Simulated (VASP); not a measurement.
Here is a VASP 6.6.1 calculation.

INCAR

```
SYSTEM = Mn
ALGO = Normal
EDIFF = 1E-6
ENCUT = 520
GGA = RP
ISIF = 2
ISMEAR = -1
LASPH = .TRUE.
LCHARG = .FALSE.
LREAL = .FALSE.
LWAVE = .FALSE.
NBANDS = 12
NELM = 80
PREC = Accurate
SIGMA = 0.1
```

The input KPOINTS:

```
k-points
0
G
  18 18 18
  0 0 0
```

File POSCAR:

```
Mn
1.0
   -1.4385551795      1.4385551795      1.4385551795
    1.4385551795     -1.4385551795      1.4385551795
    1.4385551795      1.4385551795     -1.4385551795
Mn
1
Direct
    0.0000000000      0.0000000000      0.0000000000
```

Potentials or basis: VASP PAW PBE potentials, release 64 (Mn_pv).

Launch:

```sh
$ cat potpaw_PBE.64/Mn_pv/POTCAR > POTCAR
$ mpirun -np 1 vasp_std > vasp.out
```

Question: Estimate the pressure.

Answer: -16.6 GPa.

Caveat: the PAW data sets were made with another functional, which shifts forces and pressure a little; the run has no spin polarisation, though such a crystal can be magnetic. Spin polarisation is off, so any magnetic state and its effect on volume and gap are missing.
